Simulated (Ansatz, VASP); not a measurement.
Two plane-wave programs on GaN

The input INCAR:

```
  ALGO = Normal
  EDIFF = 1E-6
  ENCUT = 520
  GGA = PE
  ISIF = 2
  ISMEAR = -1
  LASPH = T
  LCHARG = F
  LREAL = F
  LWAVE = F
  NBANDS = 26
  NELM = 60
  PREC = Accurate
  SIGMA = 0.02
```

The input KPOINTS:

```
k-points
0
Gamma
  12 12 6
```

POSCAR

```
GaN
1.0
    3.1672336624      0.0000000000      0.0000000000
   -1.5836168312      2.7429048114      0.0000000000
    0.0000000000      0.0000000000      5.1577073312
Ga N
2 2
Direct
    0.3333333333      0.6666666667     -0.0008868077
    0.6666666667      0.3333333333      0.4991131923
    0.3333333333      0.6666666667      0.3758868077
    0.6666666667      0.3333333333      0.8758868077
```

Input for Ansatz:

```yaml
crystal:
  lattice:
    - [3.1672336624, 0.0, 0.0]
    - [-1.5836168312, 2.7429048114, 0.0]
    - [0.0, 0.0, 5.1577073312]
  atoms:
    - { symbol: Ga, position: [0.3333333333, 0.6666666667, -0.0008868077] }
    - { symbol: Ga, position: [0.6666666667, 0.3333333333, 0.4991131923] }
    - { symbol: "N", position: [0.3333333333, 0.6666666667, 0.3758868077] }
    - { symbol: "N", position: [0.6666666667, 0.3333333333, 0.8758868077] }
kpoints:
  mp_grid: { grid: [12, 12, 6] }
  band_path:
    path:
      - [0.0, 0.0, 0.0]
      - [0.5, 0.0, 0.0]
      - [0.3333333333, 0.3333333333, 0.0]
      - [0.0, 0.0, 0.5]
      - [0.5, 0.0, 0.5]
      - [0.3333333333, 0.3333333333, 0.5]
      - [-0.005208, 0.0, 0.0]
    npoints: 1
hamiltonian:
  xc: pbe
scf:
  occupations: { method: fermi_dirac, width: 0.02 }
  n_extra_bands: 5
output:
  forces: true
  stress: true
  eigenvalues: true
```

Change from the starting cell: hydrostatic strain -0.5%.

Alike in both runs: task single point; functional PBE; k mesh 12 × 12 × 6; occupations fermi-dirac, width 0.02 eV; no spin polarisation.

|  | VASP | Ansatz |
| --- | --- | --- |
| version | VASP 6.6.1 | Ansatz 0.2.0 |
| potentials or method | VASP PAW PBE potentials, release 64 (Ga_d, N) | plane waves, PAW |
| plane-wave cutoff (eV) | 520 | 420 |
| valence electrons in the cell | 36 | 36 |

|  | VASP | Ansatz | Ansatz less VASP |
| --- | --- | --- | --- |
| gap on the k mesh at the Fermi level (eV) | 2.04 | 2.03 | -0.009 |
| pressure (GPa) | 9.4 | 9.3 | -0.06 |
| traceless stress, the component that is largest in VASP (GPa) | 0.07 | 0.04 | -0.031 |
| rms of the force components (eV/Å) | 0.004 | 0.004 | 0.0000 |

Atom by atom the forces differ by 0.000 eV/Å (rms over components). With one functional, cell and mesh, what is left measures potentials, basis and numerics.
